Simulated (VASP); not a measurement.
Input of a VASP 6.6.1 run:

The input INCAR:

```
PREC = Accurate ; ENCUT = 520
EDIFF = 1E-8 ; ISMEAR = -1
SIGMA = 0.08 ; LREAL = False
LASPH = True ; NELM = 60
ALGO = Normal ; ISIF = 2
LWAVE = False ; LCHARG = False
LEFG = True ; NBANDS = 19
```

The input KPOINTS:

```
regular mesh
0
Gamma
  11 11 11
```

The input POSCAR:

```
YTl
1.0
    3.7510000000      0.0000000000      0.0000000000
    0.0000000000      3.7510000000      0.0000000000
    0.0000000000      0.0000000000      3.7885100000
Y Tl
1 1
Direct
    0.5000000000      0.5000000000      0.5000000000
    0.0000000000      0.0000000000      0.0000000000
```

Potentials or basis: VASP PAW LDA potentials, release 64 (Y_sv, Tl_d).

Launch:

```sh
$ cat potpaw_LDA.64/Y_sv/POTCAR potpaw_LDA.64/Tl_d/POTCAR > POTCAR
$ mpirun -np 1 vasp_std > vasp.out
```

Problem. Estimate the pressure.

Solution. -3.5 GPa.

Problem. Predict the band gap on the k mesh.

Solution. Zero (bands 12 and 13 overlap by 2.18 eV).

Stress tensor (GPa, compression positive):
```
-3.43  0.00  0.00
 0.00 -3.43  0.00
 0.00  0.00 -3.55
```

Caveat: the cell differs from its parent crystal (zz strain of +1 %); the cell stands under tension; without QUAD_EFG the Cq values of the log hold for a quadrupole moment of 1 mb, not for the nuclei; spin-orbit coupling is left out, which moves the levels of the heavy elements.
